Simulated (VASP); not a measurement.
Write the native input for VASP 6.6.1 that does the following.

- Task: relaxation of the atoms
- Functional: PBE
- Potentials or basis: VASP PAW PBE potentials, release 64 (Ge_d)
- Cutoff: 450 eV
- k mesh: 10 × 10 × 10
- Occupations: gaussian, width 0.1 eV
- Spin: no spin polarisation
- Dipole correction: no
- Further INCAR settings: ALGO = Normal; EDIFF = 1e-07; IBRION = 2; EDIFFG = -0.002; NSW = 60

The structure of Ge lies in POSCAR:

```
Ge
1.0
   -0.0160950485      2.8680441975      2.8885624036
    2.8680441975     -0.0160950485      2.8885624036
    2.8519491490      2.8519491490      0.0000000000
Ge
2
Direct
   -0.0008396321     -0.0008396321      0.0008396321
    0.2508396321      0.2508396321      0.2491603679
```

This cell differs from its parent crystal: strained cell.

The input as run:

INCAR

```
SYSTEM = Ge
  PREC = Accurate
  ENCUT = 450
  EDIFF = 1E-7
  ISMEAR = 0
  SIGMA = 0.1
  LREAL = .False.
  LASPH = .True.
  NELM = 120
  ALGO = Normal
  ISIF = 2
  LWAVE = .False.
  LCHARG = .False.
  GGA = PE
  IBRION = 2
  NSW = 60
  EDIFFG = -0.002
  GGA_COMPAT = .False.
  NELMIN = 4
```

KPOINTS

```
regular mesh
0
Gamma
  10 10 10
  0 0 0
```

Potentials or basis: VASP PAW PBE potentials, release 64 (Ge_d).

Run with:

```sh
$ cat potpaw_PBE.64/Ge_d/POTCAR > POTCAR
$ mpirun -np 1 vasp_std > vasp.out
```

Results of the run:

```
Energy gained by relaxing : 0.0 meV/atom
Ionic steps               : 2
Pressure after relaxing   : 0.1 GPa
```

Caveat: the cell differs from its parent crystal (strained cell).

It took 3.4 min on 1 thread of AMD EPYC 7R13, on a shared host, peak memory 0.2 GiB.
